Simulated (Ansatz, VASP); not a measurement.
# BP in VASP and in Ansatz

```
CELL_PARAMETERS angstrom
0.00000 2.26900 2.26900
2.26900 0.00000 2.26900
2.26900 2.26900 0.00000
ATOMIC_POSITIONS crystal
B 0.00000 0.00000 0.00000
P 0.75000 0.75000 0.75000
```

Alike in both runs: task single point; functional LDA; k mesh 15 × 15 × 15; occupations fermi-dirac, width 0.05 eV; no spin polarisation.

|  | VASP | Ansatz |
| --- | --- | --- |
| version | VASP 6.6.1 | Ansatz 0.2.0 |
| potentials or method | VASP PAW LDA potentials, release 64 (B, P), cutoff 520 eV | all-electron LAPW, scalar-relativistic |

Ansatz gave:

* pressure (GPa): -5.2

Problem. Which values does VASP return?

Solution. Pressure (GPa): -5.3.

LDA's correlation is that of Perdew and Zunger in VASP and of Perdew and Wang (1992) in Ansatz. Ansatz ran all-electron here, and VASP with PAW potentials.
